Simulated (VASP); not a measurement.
Crystal: ZnS.

```
Zn S
1.0
     0.00000    2.67777    2.67777
     2.67777    0.00000    2.67777
     2.67777    2.67777    0.00000
Zn S
1 1
Direct
  0.00000 0.00000 0.00000
  0.25000 0.25000 0.25000
```

Base run:

```yaml
Program: VASP 6.6.1
Functional: PBEsol
Potentials_or_basis: VASP PAW PBE potentials, release 64 (Zn, S)
Cutoff: 500 eV
k_mesh: 10 × 10 × 10
Occupations: gaussian, width 0.02 eV
Spin: no spin polarisation
```

Its results: band gap on the k mesh 2.10 eV, direct; pressure 0.2 GPa.

Question: The run is repeated on the same cell with these changes: functional from PBEsol to r2SCAN; cutoff from 500 eV to 550 eV. What comes out?

Answer: Band gap on the k mesh 2.80 eV, direct; pressure 1.5 GPa.

r2SCAN gives the wider gap, since meta-GGAs in the generalised Kohn-Sham scheme recover part of the derivative discontinuity.

Caveats: the PAW data sets were made with another functional, which shifts forces and pressure a little.

